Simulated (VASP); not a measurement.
SbC, 2 atoms in the cell. The structure is cubic, space group F-43m (No. 216). Conventional cell: a = 5.284 Å, b = 5.284 Å, c = 5.284 Å, α = 90.00°, β = 90.00°, γ = 90.00°. Within 3.0 Å of Sb (site symmetry -43m) lie 4 C at 2.29 Å. Within 3.0 Å of C (site symmetry -43m) lie 4 Sb at 2.29 Å. 

```yaml
Program: VASP 6.6.1
Task: relaxation of cell and atoms
Functional: PBE
Potentials_or_basis: VASP PAW PBE potentials, release 64 (Sb, C)
Cutoff: 600 eV
k_mesh: 18 × 18 × 18
Occupations: gaussian, width 0.1 eV
Spin: no spin polarisation
Dipole_correction: no
Further_INCAR_settings: ALGO = Normal; EDIFF = 1e-06; IBRION = 2; EDIFFG = -0.01; NSW = 100; ISIF = 3
```

Potentials or basis: VASP PAW PBE potentials, release 64 (Sb, C).

Run with:

```console
$ cat potpaw_PBE.64/Sb/POTCAR potpaw_PBE.64/C/POTCAR > POTCAR
$ mpirun -np 1 vasp_std > vasp.out
```

Hardware: 1 thread of Intel(R) Xeon(R) 6975P-C (Granite Rapids), with other jobs on the host.

Question: How long does it take, and how much memory?

Answer: Wall time 39 s on 1 thread of Intel(R) Xeon(R) 6975P-C (Granite Rapids), with other jobs on the host, peak memory 0.24 GiB. Counts: scf iterations 17, k points 195, ion steps 2.
